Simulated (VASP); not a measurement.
Rh, 1 atom in the cell. Symmetry: I4/mmm, No. 139, tetragonal system. The conventional cell has a = 2.689 Å, b = 2.689 Å, c = 3.708 Å, α = 90.00°, β = 90.00°, γ = 90.00°. Rh (site symmetry 4/mmm) has 12 Rh at 2.66 to 2.69 Å within 3.5 Å.  This cell differs from its parent crystal: strain +0.000 along x and y, -0.025 along z.

* Program: VASP 6.6.1
* Task: single point
* Functional: PBEsol
* Potentials or basis: VASP PAW PBE potentials, release 64 (Rh_pv)
* Cutoff: 520 eV
* k mesh: 22 × 22 × 22
* Occupations: gaussian, width 0.15 eV
* Spin: no spin polarisation
* Dipole correction: no
* Further INCAR settings: ALGO = Fast; EDIFF = 1e-06; NBANDS = 14

Potentials or basis: VASP PAW PBE potentials, release 64 (Rh_pv).

Command:

```sh
$ cat potpaw_PBE.64/Rh_pv/POTCAR > POTCAR
$ mpirun -np 1 vasp_std > vasp.out
```

Hardware: 1 thread of Intel Xeon 6975P-C, on a shared host.

How long does it take, and how much memory?

It took 110 s on 1 thread of Intel Xeon 6975P-C (shared host), peak memory 0.25 GiB. Counts: scf iterations 12, k points 834.
